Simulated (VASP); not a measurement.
# TiTe (F-43m) in VASP: single point with LDA+U

Aim: the single point of TiTe with LDA+U.

All numbers are computed with VASP 6.6.1; they aren't measurements. Logs are shortened: lines on timing, memory, paths and dates and some standing lists are left out, and cuts for length are marked.

**1. The cell of the first run**

Symmetry: F-43m, No. 216, cubic system. The conventional cell has a = 6.621 Å, b = 6.621 Å, c = 6.621 Å, α = 90.00°, β = 90.00°, γ = 90.00°. Ti (site symmetry -43m) has 4 Te at 2.87 Å within 3.8 Å. Te (site symmetry -43m) has 4 Ti at 2.87 Å within 3.8 Å.

**2. Single point, LDA+U, collinear spin, ferrimagnetic start**

Contents of INCAR:

```
SYSTEM = TiTe
ALGO = Normal
EDIFF = 1E-6
ENCUT = 500
GGA = CA
GGA_COMPAT = .FALSE.
ISIF = 2
ISMEAR = 0
ISPIN = 2
LASPH = .TRUE.
LCHARG = .FALSE.
LDAU = .TRUE.
LDAUJ = 0 0
LDAUL = 2 -1
LDAUPRINT = 1
LDAUTYPE = 2
LDAUU = 7 0
LMAXMIX = 4
LORBIT = 11
LREAL = .FALSE.
LWAVE = .FALSE.
MAGMOM = 1.89 -0.04
NBANDS = 20
NELM = 200
PREC = Accurate
SIGMA = 0.05
```

Contents of KPOINTS:

```
k-points
0
G
  5 5 5
  0 0 0
```

Contents of POSCAR:

```
TiTe
1.0
    0.0000000000      3.3105989600      3.3105989600
    3.3105989600      0.0000000000      3.3105989600
    3.3105989600      3.3105989600      0.0000000000
Ti Te
1 1
Direct
    0.0000000000      0.0000000000      0.0000000000
    0.2500000000      0.2500000000      0.2500000000
```

Potentials or basis: VASP PAW LDA potentials, release 64 (Ti_sv, Te).

Command:

```
> cat potpaw_LDA.64/Ti_sv/POTCAR potpaw_LDA.64/Te/POTCAR > POTCAR
> mpirun -np 1 vasp_std > vasp.out
```

OUTCAR:

```text
SYSTEM = TiTe
   EDIFF = 1E-6
   ENCUT = 500
   GGA = CA
   ISIF = 2
   ISMEAR = 0
   ISPIN = 2
   LASPH = .TRUE.
   LORBIT = 11
   LREAL = .FALSE.
   NELM = 200
   PREC = Accurate

 ion  position               nearest neighbor table
   1  0.000  0.000  0.000-   2 2.87   2 2.87   2 2.87   2 2.87
   2  0.250  0.250  0.250-   1 2.87   1 2.87   1 2.87   1 2.87

  LATTYP: Found a face centered cubic cell.
 ALAT       =     6.6211979200

  Lattice vectors:

 A1 = (   0.0000000000,   3.3105989600,   3.3105989600)
 A2 = (   3.3105989600,   0.0000000000,   3.3105989600)
 A3 = (   3.3105989600,   3.3105989600,   0.0000000000)

Analysis of symmetry for initial positions (statically):
=====================================================================
 Subroutine PRICEL returns:
 Original cell was already a primitive cell.

 Routine SETGRP: Setting up the symmetry group for a
 face centered cubic supercell.

 Subroutine GETGRP returns: Found 24 space group operations
 (whereof 24 operations were pure point group operations)
 out of a pool of 48 trial point group operations.

The static configuration has the point symmetry T_d .

Analysis of symmetry for dynamics (positions and initial velocities):
=====================================================================
 Subroutine PRICEL returns:
 Original cell was already a primitive cell.

 Routine SETGRP: Setting up the symmetry group for a
 face centered cubic supercell.

 Subroutine GETGRP returns: Found 24 space group operations
 (whereof 24 operations were pure point group operations)
 out of a pool of 48 trial point group operations.

The dynamic configuration has the point symmetry T_d .

Analysis of structural, dynamic, and magnetic symmetry:
=====================================================================
 Subroutine PRICEL returns:
 Original cell was already a primitive cell.

 Routine SETGRP: Setting up the symmetry group for a
 face centered cubic supercell.

 Subroutine GETGRP returns: Found 24 space group operations
 (whereof 24 operations were pure point group operations)
 out of a pool of 48 trial point group operations.

The overall configuration has the point symmetry T_d .

 Subroutine INISYM returns: Found 24 space group operations
 (whereof 24 operations are pure point group operations),
 and found     1 'primitive' translations

----------------------------------------------------------------------------------------

                                     Primitive cell

  volume of cell :      72.5688

  direct lattice vectors                    reciprocal lattice vectors
     0.000000000  3.310598960  3.310598960    -0.151030072  0.151030072  0.151030072
     3.310598960  0.000000000  3.310598960     0.151030072 -0.151030072  0.151030072
     3.310598960  3.310598960  0.000000000     0.151030072  0.151030072 -0.151030072

  length of vectors
     4.681893949  4.681893949  4.681893949     0.261591759  0.261591759  0.261591759

  position of ions in fractional coordinates (direct lattice)
     0.000000000  0.000000000  0.000000000
     0.250000000  0.250000000  0.250000000

  ion indices of the primitive-cell ions
   primitive index   ion index
                 1           1
                 2           2

----------------------------------------------------------------------------------------

 KPOINTS: k-points

Automatic generation of k-mesh.
 Grid dimensions read from file:
 generate k-points for:    5    5    5

[... 55 lines left out ...]
   ISYM   =      2    0-nonsym 1-usesym 2-fastsym
   POTIM  = 0.5000    time-step for ionic-motion
   TEBEG  =    0.0;   TEEND  =   0.0 temperature during run
   PSTRESS=    0.0 pullay stress
   NELECT =      18.0000    total number of electrons
   NUPDOWN=      -1.0000    fix difference up-down
   EMIN   =  10.00;   EMAX   =-10.00  energy-range for DOS
   EFERMI =   0.00;   METHOD = LEGACY
   ISMEAR =     0;   SIGMA  =   0.05  broadening in eV -4-tet -1-fermi 0-gaus
   EFERMI_NEDOS =   21; number of points for ismear=-14 and -15
   IALGO  =     38    algorithm
   IMIX   =      4    mixing-type and parameters
     AMIX     =   0.40;   BMIX     =  1.00
     AMIX_MAG =   1.60;   BMIX_MAG =  1.00
  volume/ion in A,a.u.               =      36.28       244.86
  Fermi-wavevector in a.u.,A,eV,Ry     =   1.028606  1.943784 14.395379  1.058030
  Thomas-Fermi vector in A             =   2.162611
   LORBIT       =     11    0 simple, 1 ext, 2 COOP (PROOUT), +10 PAW based schemes
 LDA+U is selected, type is set to LDAUTYPE =  2
   angular momentum for each species LDAUL =     2   -1
   U (eV)           for each species LDAUU =   7.0  0.0
   J (eV)           for each species LDAUJ =   0.0  0.0
   GGA     = CA    functional components
   LHFCALC =     F    Hartree Fock is set to
   AEXX    =    0.0000 exact exchange contribution
   IVDW    =     0    specifies the selected vdW correction
   LEPSILON=     F    determine dielectric tensor
   LRPA    =     F    only Hartree local field effects (RPA)
 spin polarized calculation
 Gauss-broadening in eV      SIGMA  =   0.05
  energy-cutoff  :      500.00
  volume of cell :       72.57
 maximum number of plane-waves:      1862
 NGX is ok and might be reduce to    36
   NGX = 17   NGY = 17   NGZ = 17

atom =   1  type =  1  l = 2

 onsite density matrix

spin component  1

  0.0435 -0.0000 -0.0000  0.0000 -0.0000
 -0.0000  0.0435  0.0000 -0.0000  0.0000
 -0.0000  0.0000  0.8471 -0.0000 -0.0000
  0.0000 -0.0000 -0.0000  0.0435 -0.0000
 -0.0000  0.0000 -0.0000 -0.0000  0.8471

spin component  2

  0.0304 -0.0000 -0.0000  0.0000  0.0000
 -0.0000  0.0304  0.0000 -0.0000  0.0000
 -0.0000  0.0000  0.0079 -0.0000 -0.0000
  0.0000 -0.0000 -0.0000  0.0304 -0.0000
  0.0000  0.0000 -0.0000 -0.0000  0.0079

 occupancies and eigenvectors

  o =  0.0079  v =  0.0000  0.0000  0.0000  0.0000  0.0000  0.0000 -0.0000  0.0348 -0.0000  0.9994      0.0000  0.0000  0.0000  0.0000  0.0000  0.0000  0.0000  0.0000  0.0000  0.0000
  o =  0.0079  v =  0.0000  0.0000  0.0000  0.0000  0.0000  0.0000  0.0000  0.9994 -0.0000 -0.0348      0.0000  0.0000  0.0000  0.0000  0.0000  0.0000  0.0000  0.0000  0.0000  0.0000
  o =  0.0304  v =  0.0000  0.0000  0.0000  0.0000  0.0000  0.0000 -0.0289 -0.0000 -0.9996 -0.0000      0.0000  0.0000  0.0000  0.0000  0.0000  0.0000  0.0000  0.0000  0.0000  0.0000
  o =  0.0304  v =  0.0000  0.0000  0.0000  0.0000  0.0000  0.0000 -0.9996 -0.0000  0.0289 -0.0000      0.0000  0.0000  0.0000  0.0000  0.0000  0.0000  0.0000  0.0000  0.0000  0.0000
  o =  0.0304  v =  0.0000  0.0000  0.0000  0.0000  0.0000  1.0000  0.0000  0.0000  0.0000  0.0000      0.0000  0.0000  0.0000  0.0000  0.0000  0.0000  0.0000  0.0000  0.0000  0.0000
  o =  0.0435  v =  1.0000  0.0000  0.0000  0.0000  0.0000  0.0000  0.0000  0.0000  0.0000  0.0000      0.0000  0.0000  0.0000  0.0000  0.0000  0.0000  0.0000  0.0000  0.0000  0.0000
  o =  0.0435  v =  0.0000  0.9903  0.0000 -0.1387  0.0000  0.0000  0.0000  0.0000  0.0000  0.0000      0.0000  0.0000  0.0000  0.0000  0.0000  0.0000  0.0000  0.0000  0.0000  0.0000
  o =  0.0435  v =  0.0000 -0.1387  0.0000 -0.9903 -0.0000  0.0000  0.0000  0.0000  0.0000  0.0000      0.0000  0.0000  0.0000  0.0000  0.0000  0.0000  0.0000  0.0000  0.0000  0.0000
  o =  0.8471  v =  0.0000  0.0000 -0.9782 -0.0000 -0.2076  0.0000  0.0000  0.0000  0.0000  0.0000      0.0000  0.0000  0.0000  0.0000  0.0000  0.0000  0.0000  0.0000  0.0000  0.0000
  o =  0.8471  v =  0.0000  0.0000  0.2076  0.0000 -0.9782  0.0000  0.0000  0.0000  0.0000  0.0000      0.0000  0.0000  0.0000  0.0000  0.0000  0.0000  0.0000  0.0000  0.0000  0.0000

 number of electron      17.9999997 magnetization       1.9999889

 Free energy of the ion-electron system (eV)
  ---------------------------------------------------
  ext. energy  EPLUGINS =         0.00000000
  ---------------------------------------------------
  free energy    TOTEN  =        -9.34244218 eV

  energy without entropy =       -9.34244218  energy(sigma->0) =       -9.34244218

 E-fermi :   2.8032     XC(G=0):  -8.4423

 val. band max:        2.4723923079   @ k =  -0.4000   0.4000   0.2000
 cond. band min:       4.7995792197   @ k =  -0.4000   0.4000   0.0000
 fundamental gap:      2.3271869118
 Fermi energy:         2.8031528341

 spin component 1

 k-point     1 :       0.0000    0.0000    0.0000
  band No.  band energies     occupation
      1     -53.3330      1.00000
      2     -29.9966      1.00000
      3     -29.9965      1.00000
      4     -29.9965      1.00000
      5      -7.4945      1.00000
      6       1.6494      1.00000
[... 206 lines left out ...]
      6      -0.0084      1.00000
[... 12 lines left out ...]
     19      13.3597      0.00000
     20      14.8161      0.00000
 Fermi energy:         2.8031528341

 spin component 2

 k-point     1 :       0.0000    0.0000    0.0000
  band No.  band energies     occupation
      1     -51.7877      1.00000
      2     -28.4789      1.00000
      3     -28.4789      1.00000
      4     -28.4789      1.00000
      5      -7.4310      1.00000
      6       2.0456      1.00000
[... 219 lines left out ...]
     19      14.1570      0.00000
     20      15.0525      0.00000

------------------------ aborting loop because EDIFF is reached ----------------------------------------

  FORCE on cell =-STRESS in cart. coord.  units (eV):
  Direction    XX          YY          ZZ          XY          YZ          ZX
  --------------------------------------------------------------------------------------
  -------------------------------------------------------------------------------------
  Total       -0.0089724     -0.0089724     -0.0089724     -0.0000000      0.0000000      0.0000000
  in kB       -0.1980936     -0.1980936     -0.1980936     -0.0000000      0.0000000      0.0000000
  external PRESSURE =      -0.1980936 kB  Pullay stress =       0.0000000 kB

 VOLUME and BASIS-vectors are now :
 -----------------------------------------------------------------------------
  energy-cutoff  :      500.00
  volume of cell :       72.57
      direct lattice vectors                 reciprocal lattice vectors
     0.000000000  3.310598960  3.310598960    -0.151030072  0.151030072  0.151030072
     3.310598960  0.000000000  3.310598960     0.151030072 -0.151030072  0.151030072
     3.310598960  3.310598960  0.000000000     0.151030072  0.151030072 -0.151030072

 POSITION                                       TOTAL-FORCE (eV/Angst)
 -----------------------------------------------------------------------------------
      0.00000      0.00000      0.00000        -0.000000     -0.000000     -0.000000
      1.65530      1.65530      1.65530         0.000000      0.000000      0.000000
 -----------------------------------------------------------------------------------
    total drift:                                0.000000      0.000000      0.000000

  FREE ENERGIE OF THE ION-ELECTRON SYSTEM (eV)
  ---------------------------------------------------
  free  energy   TOTEN  =        -9.3424421826 eV

  energy  without entropy=       -9.3424421826  energy(sigma->0) =       -9.34244218

 total charge

# of ion       s       p       d       tot
------------------------------------------
    1        2.151   6.044   1.917  10.113
    2        1.339   2.177   0.014   3.530
--------------------------------------------------
tot          3.490   8.221   1.931  13.643

 magnetization (x)

# of ion       s       p       d       tot
------------------------------------------
    1        0.017   0.012   1.707   1.737
    2       -0.005  -0.030   0.009  -0.026
--------------------------------------------------
tot          0.012  -0.018   1.716   1.711
```

Run time: 34 s. Hardware: 1 thread of Intel Xeon Platinum 8488C (Sapphire Rapids), shared host; peak memory 0.19 GiB.

Results:

```
Free energy                                           : -9.3424 eV
Pressure                                              : 0.0 GPa
Band gap on the k mesh                                : 2.33 eV, indirect (least direct gap 2.52 eV)
Net moment                                            : 2.00 μB per cell
Site moments                                          : Ti +1.74; Te -0.03 μB
Valence electrons inside the program's atomic spheres : Ti 10.11; Te 3.53
```

Eigenvalues of the final occupation matrices:
```csv
site,spin,trace,eigenvalues
site 1 d,1,1.82,0.04 0.04 0.04 0.85 0.85
site 1 d,2,0.11,0.01 0.01 0.03 0.03 0.03
```

Caveat: spin-orbit coupling is left out, which moves the levels of the heavy elements; the U is typed as a test and isn't derived for this compound. A k mesh can miss the band edges.
